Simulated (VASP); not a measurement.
# W (R-3m) in VASP: a series of runs

W is run at these levels: PBE; tasks: single point.

Program: VASP 6.6.1. These are calculated values, not measurements. Logs are shortened: lines on timing, memory, paths and dates and some standing lists are left out, and cuts for length are marked.

## 1. The cell of the first run

The structure is trigonal, space group R-3m (No. 166). Conventional cell: a = 3.538 Å, b = 3.538 Å, c = 3.929 Å, α = 90.00°, β = 90.00°, γ = 120.00°. W (site symmetry -3m) has 12 W at 2.43 to 3.32 Å within 3.4 Å.

## 2. Single point, PBE (14.20 Å³/atom)

Contents of INCAR:

```
SYSTEM = W
PREC     = Accurate       ! precision mode
ENCUT    = 520            ! plane-wave cutoff, eV
EDIFF    = 1E-7           ! SCF threshold, eV
ISMEAR   = 0              ! smearing method
SIGMA    = 0.15           ! smearing width, eV
LREAL    = .False.        ! projectors in reciprocal space
LASPH    = .True.         ! aspherical terms in the spheres
NELM     = 60             ! most SCF steps
ALGO     = Fast           ! electronic algorithm
ISIF     = 2              ! what is computed and relaxed
LWAVE    = .False.        ! write WAVECAR
LCHARG   = .True.         ! write CHGCAR
GGA      = PE             ! functional
LELF     = .True.         ! ELF
LVHAR    = .True.       
NBANDS   = 13             ! bands
```

Contents of KPOINTS:

```
regular mesh
0
Gamma
  22 22 22
  0 0 0
```

Contents of POSCAR:

```
W
1.0
   -0.9118816919      1.5900801479      1.5900801479
    1.5900801479     -0.9118816919      1.5900801479
    1.5900801479      1.5900801479     -0.9118816919
W
1
Direct
    0.0000000000      0.0000000000      0.0000000000
```

Potentials or basis: VASP PAW PBE potentials, release 64 (W_sv).

Run with:

```sh
cat potpaw_PBE.64/W_sv/POTCAR > POTCAR
mpirun -np 1 vasp_std > vasp.out
```

OUTCAR:

```text
SYSTEM = W
   PREC = Accurate
   ENCUT = 520
   EDIFF = 1E-7
   ISMEAR = 0
   LREAL = .False.
   LASPH = .True.
   NELM = 60
   ISIF = 2
   GGA = PE

 ion  position               nearest neighbor table
   1  0.000  0.000  0.000-

  LATTYP: Found a trigonal (rhomboedric) cell.
 ALAT       =     2.4265691776
 COS(alpha) =    -0.0631046293

  Lattice vectors:

 A1 = (  -0.9118816919,   1.5900801479,   1.5900801479)
 A2 = (   1.5900801479,  -0.9118816919,   1.5900801479)
 A3 = (   1.5900801479,   1.5900801479,  -0.9118816919)

Analysis of symmetry for initial positions (statically):
=====================================================================
 Subroutine PRICEL returns:
 Original cell was already a primitive cell.

 Routine SETGRP: Setting up the symmetry group for a
 trigonal (rhombohedral) supercell.

 Subroutine GETGRP returns: Found 12 space group operations
 (whereof 12 operations were pure point group operations)
 out of a pool of 12 trial point group operations.

The static configuration has the point symmetry D_3d.

Analysis of symmetry for dynamics (positions and initial velocities):
=====================================================================
 Subroutine PRICEL returns:
 Original cell was already a primitive cell.

 Routine SETGRP: Setting up the symmetry group for a
 trigonal (rhombohedral) supercell.

 Subroutine GETGRP returns: Found 12 space group operations
 (whereof 12 operations were pure point group operations)
 out of a pool of 12 trial point group operations.

The dynamic configuration has the point symmetry D_3d.

 Subroutine INISYM returns: Found 12 space group operations
 (whereof 12 operations are pure point group operations),
 and found     1 'primitive' translations

----------------------------------------------------------------------------------------

                                     Primitive cell

  volume of cell :      14.1990

  direct lattice vectors                    reciprocal lattice vectors
    -0.911881692  1.590080148  1.590080148    -0.119503251  0.280183101  0.280183101
     1.590080148 -0.911881692  1.590080148     0.280183101 -0.119503251  0.280183101
     1.590080148  1.590080148 -0.911881692     0.280183101  0.280183101 -0.119503251

  length of vectors
     2.426569178  2.426569178  2.426569178     0.413867330  0.413867330  0.413867330
[... 85 lines left out ...]
   ISIF   =      2    stress and relaxation
   ISYM   =      2    0-nonsym 1-usesym 2-fastsym
   POTIM  = 0.5000    time-step for ionic-motion
   TEBEG  =    0.0;   TEEND  =   0.0 temperature during run
   PSTRESS=    0.0 pullay stress
   NELECT =      14.0000    total number of electrons
   NUPDOWN=      -1.0000    fix difference up-down
   EMIN   =  10.00;   EMAX   =-10.00  energy-range for DOS
   EFERMI =   0.00;   METHOD = LEGACY
   ISMEAR =     0;   SIGMA  =   0.15  broadening in eV -4-tet -1-fermi 0-gaus
   EFERMI_NEDOS =   21; number of points for ismear=-14 and -15
   IALGO  =     68    algorithm
   IMIX   =      4    mixing-type and parameters
     AMIX     =   0.40;   BMIX     =  1.00
     AMIX_MAG =   1.60;   BMIX_MAG =  1.00
  volume/ion in A,a.u.               =      14.20        95.82
  Fermi-wavevector in a.u.,A,eV,Ry     =   1.629415  3.079147 36.123356  2.654992
  Thomas-Fermi vector in A             =   2.721884
   LORBIT       =      0    0 simple, 1 ext, 2 COOP (PROOUT), +10 PAW based schemes
   GGA     = PE    functional components
   LHFCALC =     F    Hartree Fock is set to
   AEXX    =    0.0000 exact exchange contribution
   IVDW    =     0    specifies the selected vdW correction
   LEPSILON=     F    determine dielectric tensor
   LRPA    =     F    only Hartree local field effects (RPA)
 non-spin polarized calculation
 RMM-DIIS sequential band-by-band and
 Gauss-broadening in eV      SIGMA  =   0.15
  energy-cutoff  :      520.00
  volume of cell :       14.20
 maximum number of plane-waves:       407
   NGX =  9   NGY =  9   NGZ =  9

 number of electron      13.9999995 magnetization

 Free energy of the ion-electron system (eV)
  ---------------------------------------------------
  ext. energy  EPLUGINS =         0.00000000
  ---------------------------------------------------
  free energy    TOTEN  =       -10.61470830 eV

  energy without entropy =      -10.60586148  energy(sigma->0) =      -10.61028489

 E-fermi :  13.1131     XC(G=0): -14.1302

 val. band max:       13.1099556146   @ k =  -0.2273  -0.3182   0.1818
 cond. band min:      13.1141436809   @ k =  -0.4545   0.5000   0.1364
 fundamental gap:      0.0041880663
 Fermi energy:        13.1131423685

 k-point     1 :       0.0000    0.0000    0.0000
  band No.  band energies     occupation
      1     -61.0664      2.00000
      2     -24.2752      2.00000
      3     -24.0758      2.00000
      4     -24.0758      2.00000
      5       3.1408      2.00000
      6       7.2056      2.00000
      7       7.2056      2.00000
      8      19.0720      0.00000
      9      19.4912      0.00000
     10      19.4912      0.00000
     11      29.1806      0.00000
     12      29.1806      0.00000
     13      31.8188      0.00000
[... 354 lines left out ...]
  band No.  band energies     occupation
      1     -60.8083      2.00000
      2     -26.7119      2.00000
      3     -23.9992      2.00000
      4     -23.8580      2.00000
      5       7.1470      2.00000
      6       8.5105      2.00000
      7      11.8521      2.00000
      8      14.3450      0.00000
      9      14.7789      0.00000
     10      19.8116      0.00000
     11      25.4714      0.00000
     12      27.8368      0.00000
     13      34.7507      0.00000

 [... further k-points ...]

------------------------ aborting loop because EDIFF is reached ----------------------------------------

  FORCE on cell =-STRESS in cart. coord.  units (eV):
  Direction    XX          YY          ZZ          XY          YZ          ZX
  --------------------------------------------------------------------------------------
  -------------------------------------------------------------------------------------
  Total        8.2621375      8.2621375      8.2621375     -1.0813164     -1.0813164     -1.0813164
  in kB      932.2775844    932.2775844    932.2775844   -122.0128563   -122.0128563   -122.0128563
  external PRESSURE =     932.2775844 kB  Pullay stress =       0.0000000 kB

 VOLUME and BASIS-vectors are now :
 -----------------------------------------------------------------------------
  energy-cutoff  :      520.00
  volume of cell :       14.20
      direct lattice vectors                 reciprocal lattice vectors
    -0.911881692  1.590080148  1.590080148    -0.119503251  0.280183101  0.280183101
     1.590080148 -0.911881692  1.590080148     0.280183101 -0.119503251  0.280183101
     1.590080148  1.590080148 -0.911881692     0.280183101  0.280183101 -0.119503251

 POSITION                                       TOTAL-FORCE (eV/Angst)
 -----------------------------------------------------------------------------------
      0.00000      0.00000      0.00000        -0.000000     -0.000000      0.000000
 -----------------------------------------------------------------------------------
    total drift:                                0.000000      0.000000      0.000000

  FREE ENERGIE OF THE ION-ELECTRON SYSTEM (eV)
  ---------------------------------------------------
  free  energy   TOTEN  =       -10.6147083049 eV

  energy  without entropy=      -10.6058614772  energy(sigma->0) =      -10.61028489
```

Wall time 3.4 min (1 thread of Intel Xeon 8259CL, shared host); peak memory 0.28 GiB.

What came out:

- Free energy: -10.6147 eV
- Pressure: 93.2 GPa
- Band gap on the k mesh: zero (bands 7 and 8 overlap by 3.88 eV)

Stress tensor (GPa, compression positive):
```
 93.23 -12.20 -12.20
-12.20  93.23 -12.20
-12.20 -12.20  93.23
```

Caveat: the cell stands under pressure; spin-orbit coupling is left out, which moves the levels of the heavy elements.

## 3. Single point, PBE (14.84 Å³/atom)

This run uses another cell than the first one, of 14.84 Å³/atom.

Contents of INCAR:

```
PREC = Accurate
ENCUT = 520
EDIFF = 1E-7
ISMEAR = 0
SIGMA = 0.15
LREAL = False
LASPH = True
NELM = 80
ALGO = Fast
ISIF = 2
LWAVE = False
LCHARG = False
GGA = PE
NBANDS = 13
```

Contents of KPOINTS:

```
Automatic mesh
0
Gamma
  22 22 22
```

Contents of POSCAR:

```
W
1.0
   -1.1362255803      1.5766090722      1.5766090722
    1.5766090722     -1.1362255803      1.5766090722
    1.5766090722      1.5766090722     -1.1362255803
W
1
Direct
    0.0000000000      0.0000000000      0.0000000000
```

Potentials or basis: VASP PAW PBE potentials, release 64 (W_sv).

Run with:

```sh
cat potpaw_PBE.64/W_sv/POTCAR > POTCAR
mpirun -np 1 vasp_std > vasp.out
```

OUTCAR:

```text
PREC = Accurate
   ENCUT = 520
   EDIFF = 1E-7
   ISMEAR = 0
   LREAL = False
   LASPH = True
   NELM = 80
   ISIF = 2
   GGA = PE

 ion  position               nearest neighbor table
   1  0.000  0.000  0.000-

  LATTYP: Found a trigonal (rhomboedric) cell.
 ALAT       =     2.5024789514
 COS(alpha) =    -0.1751837620

  Lattice vectors:

 A1 = (  -1.1362255803,   1.5766090722,   1.5766090722)
 A2 = (   1.5766090722,  -1.1362255803,   1.5766090722)
 A3 = (   1.5766090722,   1.5766090722,  -1.1362255803)

Analysis of symmetry for initial positions (statically):
=====================================================================
 Subroutine PRICEL returns:
 Original cell was already a primitive cell.

 Routine SETGRP: Setting up the symmetry group for a
 trigonal (rhombohedral) supercell.

 Subroutine GETGRP returns: Found 12 space group operations
 (whereof 12 operations were pure point group operations)
 out of a pool of 12 trial point group operations.

The static configuration has the point symmetry D_3d.

Analysis of symmetry for dynamics (positions and initial velocities):
[... 170 lines left out ...]
      4     -24.8310      2.00000
      5       2.5887      2.00000
      6       7.7303      2.00000
      7       7.7303      2.00000
      8      16.0566      0.00000
      9      17.3205      0.00000
     10      17.3205      0.00000
     11      26.6492      0.00000
     12      26.6492      0.00000
     13      33.2805      0.00000
[... 354 lines left out ...]
  band No.  band energies     occupation
      1     -61.5164      2.00000
      2     -27.0251      2.00000
      3     -25.0458      2.00000
      4     -24.7275      2.00000
      5       6.1842      2.00000
      6       8.1042      2.00000
      7      11.1997      2.00000
      8      14.9170      0.00000
      9      15.2562      0.00000
     10      17.5334      0.00000
     11      24.2373      0.00000
     12      27.0999      0.00000
     13      32.8019      0.00000

 [... further k-points ...]

------------------------ aborting loop because EDIFF is reached ----------------------------------------

  FORCE on cell =-STRESS in cart. coord.  units (eV):
  Direction    XX          YY          ZZ          XY          YZ          ZX
  --------------------------------------------------------------------------------------
  -------------------------------------------------------------------------------------
  Total        5.2124579      5.2124579      5.2124579     -2.1761584     -2.1761584     -2.1761584
  in kB      562.6031933    562.6031933    562.6031933   -234.8822143   -234.8822143   -234.8822143
  external PRESSURE =     562.6031933 kB  Pullay stress =       0.0000000 kB

 VOLUME and BASIS-vectors are now :
 -----------------------------------------------------------------------------
  energy-cutoff  :      520.00
  volume of cell :       14.84
      direct lattice vectors                 reciprocal lattice vectors
    -1.136225580  1.576609072  1.576609072    -0.080482862  0.288135255  0.288135255
     1.576609072 -1.136225580  1.576609072     0.288135255 -0.080482862  0.288135255
     1.576609072  1.576609072 -1.136225580     0.288135255  0.288135255 -0.080482862

 POSITION                                       TOTAL-FORCE (eV/Angst)
 -----------------------------------------------------------------------------------
      0.00000      0.00000      0.00000        -0.000000     -0.000000      0.000000
 -----------------------------------------------------------------------------------
    total drift:                                0.000000     -0.000000      0.000000

  FREE ENERGIE OF THE ION-ELECTRON SYSTEM (eV)
  ---------------------------------------------------
  free  energy   TOTEN  =       -11.6351299940 eV

  energy  without entropy=      -11.6302914689  energy(sigma->0) =      -11.63271073
```

stdout:

```text
POSCAR found type information on POSCAR W
 POSCAR found :  1 types and       1 ions
 scaLAPACK will be used
 LDA part: xc-table for (Slater+PW92), standard interpolation
 POSCAR, INCAR and KPOINTS ok, starting setup
 FFT: planning ... GRIDC
 FFT: planning ... GRID_SOFT
 FFT: planning ... GRID
 WAVECAR not read
 entering main loop
WARNING in EDDRMM: call to ZHEGV failed, returncode =   8  4     12
WARNING in EDDRMM: call to ZHEGV failed, returncode =   8  4     12
WARNING in EDDRMM: call to ZHEGV failed, returncode =   8  4     12
WARNING in EDDRMM: call to ZHEGV failed, returncode =   8  4     12
WARNING in EDDRMM: call to ZHEGV failed, returncode =   8  4     12
WARNING in EDDRMM: call to ZHEGV failed, returncode =   6  3     12
WARNING in EDDRMM: call to ZHEGV failed, returncode =   8  4     13
WARNING in EDDRMM: call to ZHEGV failed, returncode =   6  3     11
WARNING in EDDRMM: call to ZHEGV failed, returncode =   8  4     13
WARNING in EDDRMM: call to ZHEGV failed, returncode =   8  4     12
WARNING in EDDRMM: call to ZHEGV failed, returncode =   6  3     13
```

It took 3.9 min on 1 thread of Intel Xeon 8259CL, shared host; peak memory 0.29 GiB.

Results:

```
Free energy            : -11.6351 eV
Pressure               : 56.3 GPa
Band gap on the k mesh : zero (bands 7 and 8 overlap by 3.58 eV)
```

Stress tensor (GPa, compression positive):
```
 56.26 -23.49 -23.49
-23.49  56.26 -23.49
-23.49 -23.49  56.26
```

Levels at points of the mesh, in eV from the Fermi level:
| k point | band 5 | band 6 | band 7 | band 8 | band 9 | band 10 |
| --- | --- | --- | --- | --- | --- | --- |
| (0.00, 0.00, 0.00) | -9.95 | -4.81 | -4.81 | 3.52 | 4.78 | 4.78 |
| (0.50, 0.00, 0.00) | -6.41 | -4.52 | -0.61 | 2.03 | 2.56 | 5.12 |
| (0.50, 0.50, 0.00) | -7.22 | -4.12 | 1.74 | 2.57 | 3.49 | 8.39 |
| (0.50, 0.50, 0.50) | -6.30 | -6.30 | -1.83 | 6.68 | 8.76 | 8.76 |

Caveat: the cell stands under pressure; spin-orbit coupling is left out, which moves the levels of the heavy elements.

## 4. Single point, PBE (14.84 Å³/atom)

This run uses another cell than the first one, of 14.84 Å³/atom.

Contents of INCAR:

```
SYSTEM = W
ALGO = Fast
EDIFF = 1E-6
ENCUT = 520
GGA = PE
ISIF = 2
ISMEAR = 0
LASPH = .TRUE.
LCHARG = .TRUE.
LELF = .TRUE.
LREAL = .FALSE.
LVHAR = .TRUE.
LWAVE = .FALSE.
NBANDS = 13
NELM = 60
PREC = Accurate
SIGMA = 0.15
```

Contents of KPOINTS:

```
k-points
0
G
  22 22 22
  0 0 0
```

Contents of POSCAR:

```
W
1.0
   -1.9600314110      1.5742100514      1.5742100514
    1.5742100514     -1.9600314110      1.5742100514
    1.5742100514      1.5742100514     -1.9600314110
W
1
Direct
    0.0000000000      0.0000000000      0.0000000000
```

Run with:

```sh
cat potpaw_PBE.64/W_sv/POTCAR > POTCAR
mpirun -np 1 vasp_std > vasp.out
```

Run time: 4.8 min. Hardware: 1 thread of Intel Xeon 8259CL, shared host; peak memory 0.31 GiB.

Results (log left out):

```
Free energy            : -9.5654 eV
Pressure               : 103.6 GPa
Band gap on the k mesh : zero (bands 7 and 8 overlap by 5.51 eV)
```

Stress tensor (GPa, compression positive):
```
103.57 110.40 110.40
110.40 103.57 110.40
110.40 110.40 103.57
```

Levels at points of the mesh, in eV from the Fermi level:
```tsv
k point	band 5	band 6	band 7	band 8	band 9	band 10
(0.00, 0.00, 0.00)	-9.89	-6.34	-2.44	-2.44	7.28	7.28
(0.50, 0.00, 0.00)	-7.32	-5.09	0.94	1.32	3.44	5.37
(0.50, 0.50, 0.00)	-7.05	-6.48	-1.17	2.89	6.57	7.50
(0.50, 0.50, 0.50)	-7.41	-7.41	3.07	3.07	8.11	8.18
```

Caveat: atoms lie so close that the PAW spheres overlap strongly, which falsifies energies and pressures; the cell stands under pressure; spin-orbit coupling is left out, which moves the levels of the heavy elements.

## 5. The runs side by side

```tsv
cell	further INCAR settings	gap on the mesh (eV)	pressure (GPa)
a = 2.427 Å, angles 93.6°, 1 atom	ALGO = Fast; EDIFF = 1e-07; NBANDS = 13	none	93.2
a = 2.502 Å, angles 100.1°, 1 atom	ALGO = Fast; EDIFF = 1e-07; NBANDS = 13	none	56.3
a = 2.966 Å, angles 114.8°, 1 atom	ALGO = Fast; EDIFF = 1e-06; NBANDS = 13	none	103.6
```

Alike in all rows: task single point; level PBE; potentials or basis VASP PAW PBE potentials, release 64 (W_sv); no spin polarisation; k mesh 22 × 22 × 22; cutoff (eV) 520; smearing gaussian 0.15 eV.

Caveats: the cell stands under pressure; spin-orbit coupling is left out, which moves the levels of the heavy elements; atoms lie so close that the PAW spheres overlap strongly, which falsifies energies and pressures (at least some runs).

Absolute energies hang on the potentials; compare differences alone.
